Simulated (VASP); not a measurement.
# Al3Sn2H3 (Pm-3m) in VASP: single point with PBE

Aim: the single point of Al3Sn2H3 with PBE.

All numbers are computed with VASP 6.6.1; they aren't measurements. Logs are shortened: lines on timing, memory, paths and dates and some standing lists are left out, and cuts for length are marked.

**1. The cell of the first run**

Symmetry: Pm-3m, No. 221, cubic system. The conventional cell has a = 5.224 Å, b = 5.224 Å, c = 5.224 Å, α = 90.00°, β = 90.00°, γ = 90.00°. Within 3.4 Å of Al (site symmetry 4/mmm) lie 2 Sn at 2.61 Å and 4 H at 2.61 Å. Within 3.4 Å of Sn (site symmetry m-3m) lie 6 H at 2.61 Å. Within 3.4 Å of Sn (site symmetry m-3m) lie 6 Al at 2.61 Å. Within 3.4 Å of H (site symmetry 4/mmm) lie 4 Al at 2.61 Å and 2 Sn at 2.61 Å.

**2. Single point, PBE**

File POSCAR:

```
Al3Sn2H3
1.0
    5.2235158821      0.0000000000      0.0000000000
    0.0000000000      5.2235158821      0.0000000000
    0.0000000000      0.0000000000      5.2235158821
Al Sn H
3 2 3
Direct
    0.5000000000      0.0000000000      0.0000000000
    0.0000000000      0.5000000000      0.0000000000
    0.0000000000      0.0000000000      0.5000000000
    0.5000000000      0.5000000000      0.5000000000
    0.0000000000      0.0000000000      0.0000000000
    0.0000000000      0.5000000000      0.5000000000
    0.5000000000      0.0000000000      0.5000000000
    0.5000000000      0.5000000000      0.0000000000
```

File INCAR.step1:

```
SYSTEM = Al3Sn2H3
PREC = Accurate ; ENCUT = 520
EDIFF = 1E-6 ; ISMEAR = 0
SIGMA = 0.1 ; LREAL = .False.
LASPH = .True. ; NELM = 100
ALGO = Normal ; ISIF = 2
LWAVE = .False. ; LCHARG = .True.
GGA = PE ; NBANDS = 30
```

File KPOINTS.step1:

```
Automatic mesh
0
Gamma
  8 8 8
  0 0 0
```

File INCAR.step2:

```
SYSTEM = Al3Sn2H3
PREC = Accurate ; ENCUT = 520
EDIFF = 1E-6 ; ISMEAR = -5
SIGMA = 0.1 ; LREAL = .False.
LASPH = .True. ; NELM = 100
ALGO = Normal ; ISIF = 2
LWAVE = .False. ; LCHARG = .False.
GGA = PE ; LORBIT = 11
NEDOS = 2001 ; ICHARG = 11
```

File KPOINTS.step2:

```
Automatic mesh
0
Gamma
  12 12 12
  0 0 0
```

Potentials or basis: VASP PAW PBE potentials, release 64 (Al, Sn_d, H).

The run is started by

```
cat potpaw_PBE.64/Al/POTCAR potpaw_PBE.64/Sn_d/POTCAR potpaw_PBE.64/H/POTCAR > POTCAR
cp INCAR.step1 INCAR
cp KPOINTS.step1 KPOINTS
mpirun -np 1 vasp_std > vasp.out
cp INCAR.step2 INCAR
cp KPOINTS.step2 KPOINTS
mpirun -np 1 vasp_std > vasp.out
```

OUTCAR:

```text
SYSTEM = Al3Sn2H3
   PREC = Accurate
   ENCUT = 520
   EDIFF = 1E-6
   ISMEAR = -5
   LREAL = .False.
   LASPH = .True.
   NELM = 100
   ISIF = 2
   GGA = PE
   LORBIT = 11
   ICHARG = 11

 ion  position               nearest neighbor table
   1  0.500  0.000  0.000-   5 2.61   5 2.61
   2  0.000  0.500  0.000-   5 2.61   5 2.61
   3  0.000  0.000  0.500-   5 2.61   5 2.61
   4  0.500  0.500  0.500-
   5  0.000  0.000  0.000-   1 2.61   2 2.61   3 2.61   3 2.61   2 2.61   1 2.61
   6  0.000  0.500  0.500-
   7  0.500  0.000  0.500-
   8  0.500  0.500  0.000-

  LATTYP: Found a simple cubic cell.
 ALAT       =     5.2235158821

  Lattice vectors:

 A1 = (   5.2235158821,   0.0000000000,   0.0000000000)
 A2 = (   0.0000000000,   5.2235158821,   0.0000000000)
 A3 = (   0.0000000000,   0.0000000000,   5.2235158821)

Analysis of symmetry for initial positions (statically):
=====================================================================
 Subroutine PRICEL returns:
 Original cell was already a primitive cell.

 Routine SETGRP: Setting up the symmetry group for a
 simple cubic supercell.

 Subroutine GETGRP returns: Found 48 space group operations
 (whereof 48 operations were pure point group operations)
 out of a pool of 48 trial point group operations.

The static configuration has the point symmetry O_h .

Analysis of symmetry for dynamics (positions and initial velocities):
=====================================================================
 Subroutine PRICEL returns:
 Original cell was already a primitive cell.

 Routine SETGRP: Setting up the symmetry group for a
 simple cubic supercell.

 Subroutine GETGRP returns: Found 48 space group operations
 (whereof 48 operations were pure point group operations)
 out of a pool of 48 trial point group operations.

The dynamic configuration has the point symmetry O_h .

 Subroutine INISYM returns: Found 48 space group operations
 (whereof 48 operations are pure point group operations),
 and found     1 'primitive' translations

----------------------------------------------------------------------------------------

                                     Primitive cell

  volume of cell :     142.5242

  direct lattice vectors                    reciprocal lattice vectors
     5.223515882  0.000000000  0.000000000     0.191441937  0.000000000  0.000000000
     0.000000000  5.223515882  0.000000000     0.000000000  0.191441937  0.000000000
     0.000000000  0.000000000  5.223515882     0.000000000  0.000000000  0.191441937

  length of vectors
     5.223515882  5.223515882  5.223515882     0.191441937  0.191441937  0.191441937

  position of ions in fractional coordinates (direct lattice)
     0.500000000  0.000000000  0.000000000
     0.000000000  0.500000000  0.000000000
     0.000000000  0.000000000  0.500000000
     0.500000000  0.500000000  0.500000000
     0.000000000  0.000000000  0.000000000
     0.000000000  0.500000000  0.500000000
     0.500000000  0.000000000  0.500000000
     0.500000000  0.500000000  0.000000000

  ion indices of the primitive-cell ions
   primitive index   ion index
                 1           1
                 2           2
                 3           3
                 4           4
                 5           5
                 6           6
                 7           7
                 8           8

----------------------------------------------------------------------------------------

 KPOINTS: Automatic mesh

Automatic generation of k-mesh.
 Grid dimensions read from file:
 generate k-points for:   12   12   12

 Generating k-lattice:

  Cartesian coordinates                     Fractional coordinates (reciprocal lattice)
     0.015953495  0.000000000  0.000000000     0.083333333  0.000000000  0.000000000
     0.000000000  0.015953495  0.000000000     0.000000000  0.083333333  0.000000000
     0.000000000  0.000000000  0.015953495     0.000000000  0.000000000  0.083333333

  Length of vectors
     0.015953495  0.015953495  0.015953495

  Shift w.r.t. Gamma in fractional coordinates (k-lattice)
     0.000000000  0.000000000  0.000000000

 TETIRR: Found    854 inequivalent tetrahedra from    10368

 Subroutine IBZKPT returns following result:
 ===========================================

 Found     84 irreducible k-points:

 Following reciprocal coordinates:
            Coordinates               Weight
  0.000000  0.000000  0.000000      1.000000
  0.083333  0.000000  0.000000      6.000000
  0.166667  0.000000  0.000000      6.000000
  0.250000  0.000000  0.000000      6.000000
  0.333333  0.000000  0.000000      6.000000
  0.416667  0.000000  0.000000      6.000000
[... 16 lines left out ...]
  0.333333  0.333333  0.000000     12.000000
  0.416667  0.333333  0.000000     24.000000
 [... further k-points ...]
   k-points           NKPTS =     84   k-points in BZ     NKDIM =     84   number of bands    NBANDS=     25
   number of dos      NEDOS =   2001   number of ions     NIONS =      8
   total plane-waves  NPLWV =  64000
   dimension x,y,z NGX =    40 NGY =   40 NGZ =   40
   dimension x,y,z NGXF=    80 NGYF=   80 NGZF=   80
   ions per type =               3   2   3
   NGX,Y,Z   is equivalent  to a cutoff of  12.73, 12.73, 12.73 a.u.
   NGXF,Y,Z  is equivalent  to a cutoff of  25.46, 25.46, 25.46 a.u.
 SYSTEM =  Al3Sn2H3
   PREC   = accura    normal or accurate (medium, high low for compatibility)
   ISTART =      0    job   : 0-new  1-cont  2-samecut
   ICHARG =     11    charge: 1-file 2-atom 10-const
   ISPIN  =      1    spin polarized calculation?
   LNONCOLLINEAR =      F non collinear calculations
   LSORBIT =      F    spin-orbit coupling
   LASPH  =      T    aspherical Exc in radial PAW
   ENCUT  =  520.0 eV  38.22 Ry    6.18 a.u.   9.71  9.71  9.71*2*pi/ulx,y,z
   NELM   =    100;   NELMIN=  2; NELMDL=  0     # of ELM steps
   EDIFF  = 0.1E-05   stopping-criterion for ELM
   LREAL  =      F    real-space projection
   EDIFFG = 0.1E-04   stopping-criterion for IOM
   NSW    =      0    number of steps for IOM
   IBRION =     -1    ionic relax: 0-MD 1-quasi-New 2-CG
   NFREE  =      0    steps in history (QN), initial steepest desc. (CG)
   ISIF   =      2    stress and relaxation
   ISYM   =      2    0-nonsym 1-usesym 2-fastsym
   POTIM  = 0.5000    time-step for ionic-motion
   TEBEG  =    0.0;   TEEND  =   0.0 temperature during run
   PSTRESS=    0.0 pullay stress
   NELECT =      40.0000    total number of electrons
   NUPDOWN=      -1.0000    fix difference up-down
   EMIN   =  10.00;   EMAX   =-10.00  energy-range for DOS
   EFERMI =   0.00;   METHOD = LEGACY
   ISMEAR =    -5;   SIGMA  =   0.10  broadening in eV -4-tet -1-fermi 0-gaus
   EFERMI_NEDOS =   21; number of points for ismear=-14 and -15
   IALGO  =     38    algorithm
   IMIX   =      4    mixing-type and parameters
     AMIX     =   0.40;   BMIX     =  1.00
     AMIX_MAG =   1.60;   BMIX_MAG =  1.00
  volume/ion in A,a.u.               =      17.82       120.23
  Fermi-wavevector in a.u.,A,eV,Ry     =   1.071845  2.025493 15.631071  1.148851
  Thomas-Fermi vector in A             =   2.207597
   LORBIT       =     11    0 simple, 1 ext, 2 COOP (PROOUT), +10 PAW based schemes
   GGA     = PE    functional components
   LHFCALC =     F    Hartree Fock is set to
   AEXX    =    0.0000 exact exchange contribution
   IVDW    =     0    specifies the selected vdW correction
   LEPSILON=     F    determine dielectric tensor
   LRPA    =     F    only Hartree local field effects (RPA)
 non-spin polarized calculation
 Fermi weights with tetrahedron method with Bloechl corrections
  energy-cutoff  :      520.00
  volume of cell :      142.52
 maximum number of plane-waves:      3887
 NGX is ok and might be reduce to    40

 number of electron      39.9999971 magnetization

 Free energy of the ion-electron system (eV)
  ---------------------------------------------------
  ext. energy  EPLUGINS =         0.00000000
  ---------------------------------------------------
  free energy    TOTEN  =       -23.54278520 eV

  energy without entropy =      -23.54278520  energy(sigma->0) =      -23.54278520

 E-fermi :   5.4502     XC(G=0):  -9.3363

 val. band max:        5.4861186999   @ k =   0.1667   0.1667   0.0833
 cond. band min:       5.3671077978   @ k =   0.5000   0.1667   0.1667
 fundamental gap:     -0.1190109021
 Fermi energy:         5.4502376944

 k-point     1 :       0.0000    0.0000    0.0000
  band No.  band energies     occupation
      1     -16.3035      2.00000
      2     -16.3035      2.00000
      3     -16.1982      2.00000
      4     -16.1982      2.00000
      5     -16.1982      2.00000
      6     -16.0652      2.00000
[... 17 lines left out ...]
     24       7.3867      0.00000
     25       7.3867      0.00000

 k-point     2 :       0.0833    0.0000    0.0000
  band No.  band energies     occupation
      1     -16.3035      2.00000
      2     -16.3031      2.00000
      3     -16.1982      2.00000
      4     -16.1982      2.00000
      5     -16.1982      2.00000
      6     -16.0652      2.00000
[... 17 lines left out ...]
     24       7.2686      0.00000
     25       7.2691      0.00000
[... 586 lines left out ...]
     24       7.1869      0.00000
     25       7.6179      0.00000

 k-point    24 :       0.4167    0.3333    0.0000
  band No.  band energies     occupation
      1     -16.3010      2.00000
      2     -16.2962      2.00000
      3     -16.1986      2.00000
      4     -16.1985      2.00000
      5     -16.1984      2.00000
      6     -16.0660      2.00000
[... 17 lines left out ...]
     24       6.9658      0.00000
     25       7.5463      0.00000

 [... further k-points ...]

------------------------ aborting loop because EDIFF is reached ----------------------------------------

  FORCE on cell =-STRESS in cart. coord.  units (eV):
  Direction    XX          YY          ZZ          XY          YZ          ZX
  --------------------------------------------------------------------------------------
  -------------------------------------------------------------------------------------
  Total        0.2398992      0.2398992      0.2398992      0.0000000     -0.0000000      0.0000000
  in kB        2.6968113      2.6968113      2.6968113      0.0000000     -0.0000000      0.0000000
  external PRESSURE =       2.6968113 kB  Pullay stress =       0.0000000 kB

 VOLUME and BASIS-vectors are now :
 -----------------------------------------------------------------------------
  energy-cutoff  :      520.00
  volume of cell :      142.52
      direct lattice vectors                 reciprocal lattice vectors
     5.223515882  0.000000000  0.000000000     0.191441937  0.000000000  0.000000000
     0.000000000  5.223515882  0.000000000     0.000000000  0.191441937  0.000000000
     0.000000000  0.000000000  5.223515882     0.000000000  0.000000000  0.191441937

 POSITION                                       TOTAL-FORCE (eV/Angst)
 -----------------------------------------------------------------------------------
      2.61176      0.00000      0.00000         0.000000      0.000000      0.000000
      0.00000      2.61176      0.00000         0.000000      0.000000      0.000000
      0.00000      0.00000      2.61176         0.000000      0.000000      0.000000
      2.61176      2.61176      2.61176         0.000000      0.000000      0.000000
      0.00000      0.00000      0.00000         0.000000      0.000000      0.000000
      0.00000      2.61176      2.61176         0.000000      0.000000      0.000000
      2.61176      0.00000      2.61176         0.000000      0.000000      0.000000
      2.61176      2.61176      0.00000         0.000000      0.000000      0.000000
 -----------------------------------------------------------------------------------
    total drift:                               -0.000000      0.000000     -0.000000

  FREE ENERGIE OF THE ION-ELECTRON SYSTEM (eV)
  ---------------------------------------------------
  free  energy   TOTEN  =       -23.5427851959 eV

  energy  without entropy=      -23.5427851959  energy(sigma->0) =      -23.54278520

 total charge

# of ion       s       p       d       tot
------------------------------------------
    1        0.518   0.232   0.000   0.750
    2        0.518   0.232   0.000   0.750
    3        0.518   0.232   0.000   0.750
    4        1.344   0.715   9.957  12.017
    5        1.160   1.489  10.022  12.671
    6        0.428   0.006   0.000   0.434
    7        0.428   0.006   0.000   0.434
    8        0.428   0.006   0.000   0.434
--------------------------------------------------
tot          5.340   2.918  19.980  28.238
```

It took 3.3 min on 1 thread of Intel Xeon Platinum 8488C (Sapphire Rapids), shared host; peak memory 0.42 GiB.

Results:

- Valence electrons inside the program's atomic spheres: Al 0.75; Sn 12.02, 12.67; H 0.43

Levels at points of the mesh, in eV from the Fermi level:
| k point | band 17 | band 18 | band 19 | band 20 | band 21 | band 22 | band 23 | band 24 |
| --- | --- | --- | --- | --- | --- | --- | --- | --- |
| (0.00, 0.00, 0.00) | -3.93 | -1.39 | -0.54 | -0.54 | 0.03 | 0.03 | 0.03 | 1.94 |
| (0.50, 0.00, 0.00) | -3.40 | -2.91 | -1.29 | -1.29 | -0.43 | 0.87 | 2.14 | 2.14 |
| (0.50, 0.50, 0.00) | -2.94 | -2.80 | -2.34 | -0.18 | 0.26 | 0.26 | 2.86 | 2.86 |
| (0.50, 0.50, 0.50) | -5.25 | -5.25 | 3.48 | 3.49 | 3.49 | 3.55 | 3.55 | 3.64 |

Caveat: spin-orbit coupling is left out, which moves the levels of the heavy elements.
